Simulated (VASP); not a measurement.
# CaTiS2 (P-3m1) in VASP: notebook, part 2 of 2

VASP 6.6.1.

## Step 3: Single point, PBE

INCAR reads:

```
SYSTEM = CaTiS2
PREC     = Accurate       ! precision mode
ENCUT    = 520            ! plane-wave cutoff, eV
EDIFF    = 1E-6           ! SCF threshold, eV
ISMEAR   = -1             ! smearing method
SIGMA    = 0.1            ! smearing width, eV
LREAL    = .False.        ! projectors in reciprocal space
LASPH    = .True.         ! aspherical terms in the spheres
NELM     = 60             ! most SCF steps
ALGO     = Normal         ! electronic algorithm
ISIF     = 2              ! what is computed and relaxed
LWAVE    = .False.        ! write WAVECAR
LCHARG   = .False.        ! write CHGCAR
GGA      = PE             ! functional
NBANDS   = 25             ! bands
```

KPOINTS reads:

```
Automatic mesh
0
Gamma
  7 7 4
  0 0 0
```

POSCAR reads:

```
CaTiS2
1.0
    3.6451380000      0.0000000000      0.0000000000
   -1.8225690000      3.1567820000      0.0000000000
    0.0000000000      0.0000000000      6.5415020000
Ca Ti S
1 1 2
Direct
    0.0000000000      0.0000000000      0.5000000000
    0.0000000000      0.0000000000      0.0000000000
    0.3333333333      0.6666666667      0.7803370000
    0.6666666667      0.3333333333      0.2196630000
```

Potentials or basis: VASP PAW PBE potentials, release 64 (Ca_sv, Ti_sv, S).

Launch:

```sh
$ cat potpaw_PBE.64/Ca_sv/POTCAR potpaw_PBE.64/Ti_sv/POTCAR potpaw_PBE.64/S/POTCAR > POTCAR
$ mpirun -np 1 vasp_std > vasp.out
```

OUTCAR:

```text
SYSTEM = CaTiS2
   PREC = Accurate
   ENCUT = 520
   EDIFF = 1E-6
   ISMEAR = -1
   LREAL = .False.
   LASPH = .True.
   NELM = 60
   ISIF = 2
   GGA = PE

 ion  position               nearest neighbor table
   1  0.000  0.000  0.500-   3 2.79   4 2.79   4 2.79   3 2.79   4 2.79   3 2.79
   2  0.000  0.000  0.000-   3 2.55   4 2.55   4 2.55   3 2.55   4 2.55   3 2.55
   3  0.333  0.667  0.780-   2 2.55   2 2.55   2 2.55   1 2.79   1 2.79   1 2.79
   4  0.667  0.333  0.220-   2 2.55   2 2.55   2 2.55   1 2.79   1 2.79   1 2.79

  LATTYP: Found a hexagonal cell.
 ALAT       =     3.6451380000
 C/A-ratio  =     1.7945828114

  Lattice vectors:

 A1 = (   3.6451380000,   0.0000000000,   0.0000000000)
 A2 = (  -1.8225690000,   3.1567820000,   0.0000000000)
 A3 = (   0.0000000000,   0.0000000000,   6.5415020000)

Analysis of symmetry for initial positions (statically):
=====================================================================
 Subroutine PRICEL returns:
 Original cell was already a primitive cell.

 Routine SETGRP: Setting up the symmetry group for a
 hexagonal supercell.

 Subroutine GETGRP returns: Found 12 space group operations
 (whereof 12 operations were pure point group operations)
 out of a pool of 24 trial point group operations.

The static configuration has the point symmetry D_3d.

Analysis of symmetry for dynamics (positions and initial velocities):
=====================================================================
 Subroutine PRICEL returns:
 Original cell was already a primitive cell.

 Routine SETGRP: Setting up the symmetry group for a
 hexagonal supercell.

 Subroutine GETGRP returns: Found 12 space group operations
 (whereof 12 operations were pure point group operations)
 out of a pool of 24 trial point group operations.

[... 114 lines left out ...]
   PSTRESS=    0.0 pullay stress
   NELECT =      34.0000    total number of electrons
   NUPDOWN=      -1.0000    fix difference up-down
   EMIN   =  10.00;   EMAX   =-10.00  energy-range for DOS
   EFERMI =   0.00;   METHOD = LEGACY
   ISMEAR =    -1;   SIGMA  =   0.10  broadening in eV -4-tet -1-fermi 0-gaus
   EFERMI_NEDOS =   21; number of points for ismear=-14 and -15
   IALGO  =     38    algorithm
   IMIX   =      4    mixing-type and parameters
     AMIX     =   0.40;   BMIX     =  1.00
     AMIX_MAG =   1.60;   BMIX_MAG =  1.00
  volume/ion in A,a.u.               =      18.82       126.99
  Fermi-wavevector in a.u.,A,eV,Ry     =   1.256095  2.373675 21.466924  1.577774
  Thomas-Fermi vector in A             =   2.389820
   LORBIT       =      0    0 simple, 1 ext, 2 COOP (PROOUT), +10 PAW based schemes
   GGA     = PE    functional components
   LHFCALC =     F    Hartree Fock is set to
   AEXX    =    0.0000 exact exchange contribution
   IVDW    =     0    specifies the selected vdW correction
   LEPSILON=     F    determine dielectric tensor
   LRPA    =     F    only Hartree local field effects (RPA)
 non-spin polarized calculation
  energy-cutoff  :      520.00
  volume of cell :       75.27
 maximum number of plane-waves:      2041
 NGX is ok and might be reduce to    28
   NGX = 13   NGY = 13   NGZ = 25

 number of electron      34.0000002 magnetization

 Free energy of the ion-electron system (eV)
  ---------------------------------------------------
  ext. energy  EPLUGINS =         0.00000000
  ---------------------------------------------------
  free energy    TOTEN  =       -24.25175272 eV

  energy without entropy =      -24.17405006  energy(sigma->0) =      -24.21290139

 E-fermi :   7.3105     XC(G=0): -10.3542

 val. band max:        7.2786276397   @ k =   0.1429   0.1429   0.5000
 cond. band min:       7.3263517889   @ k =   0.1429   0.0000   0.0000
 fundamental gap:      0.0477241492
 Fermi energy:         7.3104592817

 k-point     1 :       0.0000    0.0000    0.0000
  band No.  band energies     occupation
      1     -50.4469      2.00000
      2     -34.0269      2.00000
      3     -26.7721      2.00000
      4     -26.7721      2.00000
      5     -26.5791      2.00000
      6     -15.1150      2.00000
[... 661 lines left out ...]
     24      10.6832      0.00000
     25      11.2426      0.00000

 [... further k-points ...]
[... 5 lines left out ...]
  --------------------------------------------------------------------------------------
  -------------------------------------------------------------------------------------
  Total        0.1350524      0.1350524      0.3320785     -0.0000000      0.0000000     -0.0000000
  in kB        2.8745962      2.8745960      7.0683056     -0.0000000      0.0000000     -0.0000000
  external PRESSURE =       4.2724993 kB  Pullay stress =       0.0000000 kB

 VOLUME and BASIS-vectors are now :
 -----------------------------------------------------------------------------
  energy-cutoff  :      520.00
  volume of cell :       75.27
      direct lattice vectors                 reciprocal lattice vectors
     3.645138000  0.000000000  0.000000000     0.274338036  0.158389144  0.000000000
    -1.822569000  3.156782000  0.000000000     0.000000000  0.316778289  0.000000000
     0.000000000  0.000000000  6.541502000     0.000000000  0.000000000  0.152870090

 POSITION                                       TOTAL-FORCE (eV/Angst)
 -----------------------------------------------------------------------------------
      0.00000      0.00000      3.27075         0.000000      0.000000      0.000000
      0.00000      0.00000      0.00000         0.000000      0.000000      0.000000
     -0.00000      2.10452      5.10458        -0.000000     -0.000000     -0.024158
      1.82257      1.05226      1.43693         0.000000      0.000000      0.024158
 -----------------------------------------------------------------------------------
    total drift:                               -0.000000      0.000000      0.000000

  FREE ENERGIE OF THE ION-ELECTRON SYSTEM (eV)
  ---------------------------------------------------
  free  energy   TOTEN  =       -24.2517527201 eV

  energy  without entropy=      -24.1740500611  energy(sigma->0) =      -24.21290139
```

stdout:

```text
POSCAR found type information on POSCAR CaTiS
 POSCAR found :  3 types and       4 ions
 scaLAPACK will be used
 LDA part: xc-table for (Slater+PW92), standard interpolation
 POSCAR, INCAR and KPOINTS ok, starting setup
 FFT: planning ... GRIDC
 FFT: planning ... GRID_SOFT
 FFT: planning ... GRID
 WAVECAR not read
 entering main loop
```

It took 54 s on 1 thread of Intel Xeon Platinum 8488C (Sapphire Rapids), shared host; peak memory 0.22 GiB.

Results:

- Free energy: -24.2518 eV
- Pressure: 0.4 GPa
- Largest force: 0.024 eV/Å
- Band gap on the k mesh: zero (band 17 reaches 7.53 eV, above the bottom of band 18 at 7.15 eV)

Forces on the atoms (eV/Å):
```
Ca   0.000  0.000  0.000
Ti   0.000  0.000  0.000
S    0.000  0.000 -0.024
S    0.000  0.000  0.024
```

Levels at points of the mesh, in eV from the Fermi level:
```tsv
k point	band 14	band 15	band 16	band 17	band 18	band 19	band 20	band 21
(0.00, 0.00, 0.00)	-2.91	-2.33	-2.33	-0.97	-0.16	-0.16	0.94	0.94
(0.00, 0.00, 0.50)	-3.95	-2.84	-2.84	-0.04	-0.04	0.20	1.40	1.96
```
